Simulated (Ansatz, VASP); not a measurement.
**One calculation of Ge, two programs**

```xyz
2
Lattice="1.5669 -4.3927 0.0000 1.5669 4.3927 0.0000 0.0000 0.0000 3.4256" Properties=species:S:1:pos:R:3 pbc="T T T"
Ge    1.5669   -3.2243    0.8564
Ge    1.5669    3.2243    2.5692
```

Alike in both runs: task single point; functional PBE; k mesh 6 × 6 × 6; occupations gaussian, width 0.1 eV; no spin polarisation.

|  | VASP | Ansatz |
| --- | --- | --- |
| version | VASP 6.6.1 | Ansatz 0.2.0 |
| potentials or method | VASP PAW PBE potentials, release 64 (Ge_d), cutoff 520 eV | scalar-relativistic, plane waves, PAW |
| valence electrons in the cell | 28 | 28 |

|  | VASP | Ansatz | Ansatz less VASP |
| --- | --- | --- | --- |
| gap on the k mesh at the Fermi level (eV) | none | none | - |
| pressure (GPa) | -6.5 | -6.5 | 0.00 |
| traceless stress, the component that is largest in VASP (GPa) | -2.32 | -2.31 | +0.006 |
| rms of the force components (eV/Å) | 0.174 | 0.174 | -0.0001 |

Atom by atom the forces differ by 0.000 eV/Å (rms over components). A gap of «none» marks a metal or a gap that the smearing closes.
